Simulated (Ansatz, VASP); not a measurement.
**One calculation of SiC, two programs**

INCAR

```
  ALGO = Normal
  EDIFF = 1E-6
  ENCUT = 520
  GGA = PE
  ISIF = 2
  ISMEAR = 0
  LASPH = True
  LCHARG = False
  LREAL = False
  LWAVE = False
  NBANDS = 26
  NELM = 100
  PREC = Accurate
  SIGMA = 0.05
```

KPOINTS

```
k-points
0
Gamma
  12 12 4
```

File POSCAR:

```
SiC
1.0
    3.3416497952      0.0000000000      0.0000000000
   -1.6708248976      2.8939536132      0.0000000000
    0.0000000000      0.0000000000     10.1293391985
Si C
4 4
Direct
    0.6666666667      0.3333333333      0.9378441878
    0.3333333333      0.6666666667      0.4378441878
    0.0000000000      0.0000000000      0.6878995565
    0.0000000000      0.0000000000      0.1878995565
    0.6666666667      0.3333333333      0.7498074459
    0.3333333333      0.6666666667      0.2498074459
    0.0000000000      0.0000000000      0.5004478098
    0.0000000000      0.0000000000      0.0004478098
```

Input for Ansatz:

```yaml
crystal:
  lattice:
    - [3.3416497952, 0.0, 0.0]
    - [-1.6708248976, 2.8939536132, 0.0]
    - [0.0, 0.0, 10.1293391985]
  atoms:
    - { symbol: Si, position: [0.6666666667, 0.3333333333, 0.9378441878] }
    - { symbol: Si, position: [0.3333333333, 0.6666666667, 0.4378441878] }
    - { symbol: Si, position: [0.0, 0.0, 0.6878995565] }
    - { symbol: Si, position: [0.0, 0.0, 0.1878995565] }
    - { symbol: C, position: [0.6666666667, 0.3333333333, 0.7498074459] }
    - { symbol: C, position: [0.3333333333, 0.6666666667, 0.2498074459] }
    - { symbol: C, position: [0.0, 0.0, 0.5004478098] }
    - { symbol: C, position: [0.0, 0.0, 0.0004478098] }
basis:
  ecutwfc: 420
kpoints:
  mp_grid: { grid: [12, 12, 4] }
hamiltonian:
  xc: pbe
scf:
  occupations: { method: gaussian, width: 0.05 }
output:
  forces: true
  stress: true
  eigenvalues: true
```

Change from the starting cell: strain +0.080 along x and y, +0.000 along z, atoms carried along.

Alike in both runs: task single point; functional PBE; k mesh 12 × 12 × 4; occupations gaussian, width 0.05 eV; no spin polarisation.

|  | VASP | Ansatz |
| --- | --- | --- |
| version | VASP 6.6.1 | Ansatz 0.2.0 |
| potentials or method | VASP PAW PBE potentials, release 64 (Si, C), cutoff 520 eV | scalar-relativistic, plane waves, PAW |
| valence electrons in the cell | 32 | 32 |

|  | VASP | Ansatz | Ansatz less VASP |
| --- | --- | --- | --- |
| gap on the k mesh at the Fermi level (eV) | 1.79 | 1.80 | +0.005 |
| least direct gap on the mesh (eV) | 2.65 | 2.65 | +0.003 |
| pressure (GPa) | -22.8 | -22.8 | 0.00 |
| traceless stress, the component that is largest in VASP (GPa) | 19.22 | 19.14 | -0.083 |
| rms of the force components (eV/Å) | 0.199 | 0.198 | -0.0009 |

Atom by atom the forces differ by 0.001 eV/Å (rms over components). With one functional, cell and mesh, what is left measures potentials, basis and numerics.
